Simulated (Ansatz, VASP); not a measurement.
C in VASP and in Ansatz

```
C
1.0
     0.00000    1.77942    1.65522
     1.77942    0.00000    1.65522
     1.77942    1.77942    0.00000
C
2
Direct
  0.50000 0.50000 0.50000
  0.75000 0.75000 0.75000
```

Alike in both runs: task single point; functional LDA; k mesh 12 × 12 × 12; occupations gaussian, width 0.05 eV; no spin polarisation.

|  | VASP | Ansatz |
| --- | --- | --- |
| version | VASP 6.6.1 | Ansatz 0.2.0 |
| potentials or method | VASP PAW LDA potentials, release 64 (C_h), cutoff 910 eV | scalar-relativistic, plane waves, PAW |
| valence electrons in the cell | 8 | 8 |

```csv
,VASP,Ansatz,Ansatz less VASP
gap on the k mesh at the Fermi level (eV),2.44,2.45,+0.010
least direct gap on the mesh (eV),4.50,4.50,-0.003
```

Ansatz warns that its potentials were made for another functional, while VASP's fit it. LDA's correlation is that of Perdew and Zunger in VASP and of Perdew and Wang (1992) in Ansatz.

Noted on VASP's run: the cutoff is short for stress, so the pressure is rough.
